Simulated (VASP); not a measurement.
# ZrB (Fm-3m) in VASP: notebook, part 2 of 2

VASP 6.6.1.

### 3 Single point, PBE

This run uses another cell than the first one, of 12.57 Å³/atom, 0.943 times its volume.

File INCAR:

```
PREC = Accurate ; ENCUT = 520
EDIFF = 1E-6 ; ISMEAR = -1
SIGMA = 0.05 ; LREAL = F
LASPH = T ; NELM = 100
ALGO = Normal ; ISIF = 2
LWAVE = F ; LCHARG = F
GGA = PE ; NBANDS = 14
```

File KPOINTS:

```
Automatic mesh
0
Gamma
  6 6 6
```

File POSCAR:

```
ZrB
1.0
    0.0000000000      2.3250000000      2.3250000000
    2.3250000000      0.0000000000      2.3250000000
    2.3250000000      2.3250000000      0.0000000000
Zr B
1 1
Direct
    0.0000000000      0.0000000000      0.0000000000
    0.5000000000      0.5000000000      0.5000000000
```

Potentials or basis: VASP PAW PBE potentials, release 64 (Zr_sv, B).

On the command line:

```
$ cat potpaw_PBE.64/Zr_sv/POTCAR potpaw_PBE.64/B/POTCAR > POTCAR
$ mpirun -np 1 vasp_std > vasp.out
```

OUTCAR:

```text
PREC = Accurate
   ENCUT = 520
   EDIFF = 1E-6
   ISMEAR = -1
   LREAL = F
   LASPH = T
   NELM = 100
   ISIF = 2
   GGA = PE

 ion  position               nearest neighbor table
   1  0.000  0.000  0.000-   2 2.33   2 2.33   2 2.33   2 2.33   2 2.33   2 2.33
   2  0.500  0.500  0.500-   1 2.33   1 2.33   1 2.33   1 2.33   1 2.33   1 2.33

  LATTYP: Found a face centered cubic cell.
 ALAT       =     4.6500000000

  Lattice vectors:

 A1 = (   0.0000000000,   2.3250000000,   2.3250000000)
 A2 = (   2.3250000000,   0.0000000000,   2.3250000000)
 A3 = (   2.3250000000,   2.3250000000,   0.0000000000)

Analysis of symmetry for initial positions (statically):
=====================================================================
 Subroutine PRICEL returns:
 Original cell was already a primitive cell.

 Routine SETGRP: Setting up the symmetry group for a
 face centered cubic supercell.

 Subroutine GETGRP returns: Found 48 space group operations
 (whereof 48 operations were pure point group operations)
 out of a pool of 48 trial point group operations.

The static configuration has the point symmetry O_h .

Analysis of symmetry for dynamics (positions and initial velocities):
=====================================================================
 Subroutine PRICEL returns:
 Original cell was already a primitive cell.

 Routine SETGRP: Setting up the symmetry group for a
 face centered cubic supercell.

 Subroutine GETGRP returns: Found 48 space group operations
 (whereof 48 operations were pure point group operations)
 out of a pool of 48 trial point group operations.

The dynamic configuration has the point symmetry O_h .

 Subroutine INISYM returns: Found 48 space group operations
 (whereof 48 operations are pure point group operations),
 and found     1 'primitive' translations

----------------------------------------------------------------------------------------

                                     Primitive cell

  volume of cell :      25.1362

  direct lattice vectors                    reciprocal lattice vectors
     0.000000000  2.325000000  2.325000000    -0.215053763  0.215053763  0.215053763
     2.325000000  0.000000000  2.325000000     0.215053763 -0.215053763  0.215053763
     2.325000000  2.325000000  0.000000000     0.215053763  0.215053763 -0.215053763

  length of vectors
     3.288046533  3.288046533  3.288046533     0.372484045  0.372484045  0.372484045

  position of ions in fractional coordinates (direct lattice)
     0.000000000  0.000000000  0.000000000
     0.500000000  0.500000000  0.500000000

  ion indices of the primitive-cell ions
   primitive index   ion index
                 1           1
                 2           2

----------------------------------------------------------------------------------------

 KPOINTS: Automatic mesh

Automatic generation of k-mesh.
 Grid dimensions read from file:
 generate k-points for:    6    6    6

 Generating k-lattice:

  Cartesian coordinates                     Fractional coordinates (reciprocal lattice)
    -0.035842294  0.035842294  0.035842294     0.166666667  0.000000000  0.000000000
     0.035842294 -0.035842294  0.035842294     0.000000000  0.166666667  0.000000000
     0.035842294  0.035842294 -0.035842294     0.000000000  0.000000000  0.166666667

  Length of vectors
     0.062080674  0.062080674  0.062080674

  Shift w.r.t. Gamma in fractional coordinates (k-lattice)
     0.000000000  0.000000000  0.000000000

 Subroutine IBZKPT returns following result:
 ===========================================

 Found     16 irreducible k-points:

 Following reciprocal coordinates:
            Coordinates               Weight
  0.000000  0.000000  0.000000      1.000000
  0.166667  0.000000  0.000000      8.000000
  0.333333  0.000000  0.000000      8.000000
  0.500000  0.000000  0.000000      4.000000
  0.166667  0.166667  0.000000      6.000000
  0.333333  0.166667  0.000000     24.000000
[... 8 lines left out ...]
 -0.333333  0.333333  0.166667     24.000000
 -0.333333  0.500000  0.166667     12.000000
   k-points           NKPTS =     16   k-points in BZ     NKDIM =     16   number of bands    NBANDS=     14
   number of dos      NEDOS =    301   number of ions     NIONS =      2
   total plane-waves  NPLWV =  13824
   dimension x,y,z NGX =    24 NGY =   24 NGZ =   24
   dimension x,y,z NGXF=    48 NGYF=   48 NGZF=   48
   ions per type =               1   1
   NGX,Y,Z   is equivalent  to a cutoff of  12.13, 12.13, 12.13 a.u.
   NGXF,Y,Z  is equivalent  to a cutoff of  24.27, 24.27, 24.27 a.u.
 SYSTEM =  unknown system
   PREC   = accura    normal or accurate (medium, high low for compatibility)
   ISTART =      0    job   : 0-new  1-cont  2-samecut
   ICHARG =      2    charge: 1-file 2-atom 10-const
   ISPIN  =      1    spin polarized calculation?
   LNONCOLLINEAR =      F non collinear calculations
   LSORBIT =      F    spin-orbit coupling
   LASPH  =      T    aspherical Exc in radial PAW
   ENCUT  =  520.0 eV  38.22 Ry    6.18 a.u.   6.11  6.11  6.11*2*pi/ulx,y,z
   NELM   =    100;   NELMIN=  2; NELMDL= -5     # of ELM steps
   EDIFF  = 0.1E-05   stopping-criterion for ELM
   LREAL  =      F    real-space projection
   EDIFFG = 0.1E-04   stopping-criterion for IOM
   NSW    =      0    number of steps for IOM
   IBRION =     -1    ionic relax: 0-MD 1-quasi-New 2-CG
   NFREE  =      0    steps in history (QN), initial steepest desc. (CG)
   ISIF   =      2    stress and relaxation
   ISYM   =      2    0-nonsym 1-usesym 2-fastsym
   POTIM  = 0.5000    time-step for ionic-motion
   TEBEG  =    0.0;   TEEND  =   0.0 temperature during run
   PSTRESS=    0.0 pullay stress
   NELECT =      15.0000    total number of electrons
   NUPDOWN=      -1.0000    fix difference up-down
   EMIN   =  10.00;   EMAX   =-10.00  energy-range for DOS
   EFERMI =   0.00;   METHOD = LEGACY
   ISMEAR =    -1;   SIGMA  =   0.05  broadening in eV -4-tet -1-fermi 0-gaus
   EFERMI_NEDOS =   21; number of points for ismear=-14 and -15
   IALGO  =     38    algorithm
   IMIX   =      4    mixing-type and parameters
     AMIX     =   0.40;   BMIX     =  1.00
     AMIX_MAG =   1.60;   BMIX_MAG =  1.00
  volume/ion in A,a.u.               =      12.57        84.81
  Fermi-wavevector in a.u.,A,eV,Ry     =   1.378285  2.604581 25.846565  1.899669
  Thomas-Fermi vector in A             =   2.503360
   LORBIT       =      0    0 simple, 1 ext, 2 COOP (PROOUT), +10 PAW based schemes
   GGA     = PE    functional components
   LHFCALC =     F    Hartree Fock is set to
   AEXX    =    0.0000 exact exchange contribution
   IVDW    =     0    specifies the selected vdW correction
   LEPSILON=     F    determine dielectric tensor
   LRPA    =     F    only Hartree local field effects (RPA)
 non-spin polarized calculation
  energy-cutoff  :      520.00
  volume of cell :       25.14
 maximum number of plane-waves:       700
   NGX = 13   NGY = 13   NGZ = 13

 number of electron      15.0000000 magnetization

 Free energy of the ion-electron system (eV)
  ---------------------------------------------------
  ext. energy  EPLUGINS =         0.00000000
  ---------------------------------------------------
  free energy    TOTEN  =       -15.59768118 eV

  energy without entropy =      -15.58475852  energy(sigma->0) =      -15.59121985

 E-fermi :   8.8488     XC(G=0): -12.2214

 val. band max:        8.8141310456   @ k =   0.5000   0.3333   0.1667
 cond. band min:       9.2841147112   @ k =   0.1667   0.0000   0.0000
 fundamental gap:      0.4699836656
 Fermi energy:         8.8487739739

 k-point     1 :       0.0000    0.0000    0.0000
  band No.  band energies     occupation
      1     -37.7629      2.00000
      2     -15.5028      2.00000
      3     -15.5028      2.00000
      4     -15.5028      2.00000
      5       0.6890      2.00000
      6      10.9406      0.00000
      7      10.9406      0.00000
      8      10.9406      0.00000
      9      12.7177      0.00000
     10      12.7177      0.00000
     11      12.8381      0.00000
     12      12.8381      0.00000
     13      12.8381      0.00000
     14      20.1603      0.00000
[... 241 lines left out ...]
      1     -37.6021      2.00000
      2     -16.2331      2.00000
      3     -15.9701      2.00000
      4     -15.8432      2.00000
      5       3.2073      2.00000
      6       7.8912      2.00000
      7       8.3243      1.99994
      8       8.7760      1.62188
      9      12.9521      0.00000
     10      15.3023      0.00000
     11      15.9598      0.00000
     12      16.8488      0.00000
     13      19.3375      0.00000
     14      24.0205      0.00000

------------------------ aborting loop because EDIFF is reached ----------------------------------------

  FORCE on cell =-STRESS in cart. coord.  units (eV):
  Direction    XX          YY          ZZ          XY          YZ          ZX
  --------------------------------------------------------------------------------------
  -------------------------------------------------------------------------------------
  Total        5.5023556      5.5023556      5.5023556      0.0000000      0.0000000     -0.0000000
  in kB      350.7198690    350.7198690    350.7198690      0.0000000      0.0000000     -0.0000000
  external PRESSURE =     350.7198690 kB  Pullay stress =       0.0000000 kB

 VOLUME and BASIS-vectors are now :
 -----------------------------------------------------------------------------
  energy-cutoff  :      520.00
  volume of cell :       25.14
      direct lattice vectors                 reciprocal lattice vectors
     0.000000000  2.325000000  2.325000000    -0.215053763  0.215053763  0.215053763
     2.325000000  0.000000000  2.325000000     0.215053763 -0.215053763  0.215053763
     2.325000000  2.325000000  0.000000000     0.215053763  0.215053763 -0.215053763

 POSITION                                       TOTAL-FORCE (eV/Angst)
 -----------------------------------------------------------------------------------
      0.00000      0.00000      0.00000        -0.000000      0.000000      0.000000
      2.32500      2.32500      2.32500         0.000000     -0.000000     -0.000000
 -----------------------------------------------------------------------------------
    total drift:                                0.000000     -0.000000     -0.000000

  FREE ENERGIE OF THE ION-ELECTRON SYSTEM (eV)
  ---------------------------------------------------
  free  energy   TOTEN  =       -15.5976811786 eV

  energy  without entropy=      -15.5847585204  energy(sigma->0) =      -15.59121985
```

OSZICAR:

```text
N       E                     dE             d eps       ncg     rms          rms(c)
DAV:   1     0.979007115600E+02    0.97901E+02   -0.80225E+03   448   0.105E+03
DAV:   2    -0.132909321558E+02   -0.11119E+03   -0.10455E+03   526   0.286E+02
DAV:   3    -0.172822511677E+02   -0.39913E+01   -0.39426E+01   676   0.455E+01
DAV:   4    -0.173622298236E+02   -0.79979E-01   -0.79966E-01   550   0.606E+00
DAV:   5    -0.173648611552E+02   -0.26313E-02   -0.26313E-02   634   0.676E-01    0.234E+01
DAV:   6    -0.156028060467E+02    0.17621E+01   -0.24176E+00   554   0.143E+01    0.884E+00
DAV:   7    -0.155927438078E+02    0.10062E-01   -0.30887E-01   630   0.390E+00    0.368E+00
DAV:   8    -0.155982704830E+02   -0.55267E-02   -0.32094E-02   552   0.163E+00    0.484E-01
DAV:   9    -0.155975845624E+02    0.68592E-03   -0.27827E-03   550   0.357E-01    0.163E-01
DAV:  10    -0.155976868185E+02   -0.10226E-03   -0.37656E-04   496   0.219E-01    0.322E-02
DAV:  11    -0.155976826482E+02    0.41704E-05   -0.13914E-05   592   0.334E-02    0.412E-03
DAV:  12    -0.155976811720E+02    0.14762E-05   -0.67532E-07   332   0.915E-03    0.265E-03
DAV:  13    -0.155976811786E+02   -0.66129E-08   -0.80442E-08   296   0.293E-03
   1 F= -.15597681E+02 E0= -.15591220E+02  d E =-.129227E-01
```

stdout:

```text
POSCAR found type information on POSCAR ZrB
 POSCAR found :  2 types and       2 ions
 scaLAPACK will be used
 LDA part: xc-table for (Slater+PW92), standard interpolation
 POSCAR, INCAR and KPOINTS ok, starting setup
 FFT: planning ... GRIDC
 FFT: planning ... GRID_SOFT
 FFT: planning ... GRID
 WAVECAR not read
 entering main loop
```

Run time: 5.2 s. Hardware: 1 thread of Intel Xeon 6975P-C, shared host; peak memory 0.14 GiB.

What came out:

```yaml
Free_energy: -15.5977 eV
Pressure: 35.1 GPa
```

Caveat: the k points lie up to 0.39 Å⁻¹ apart.
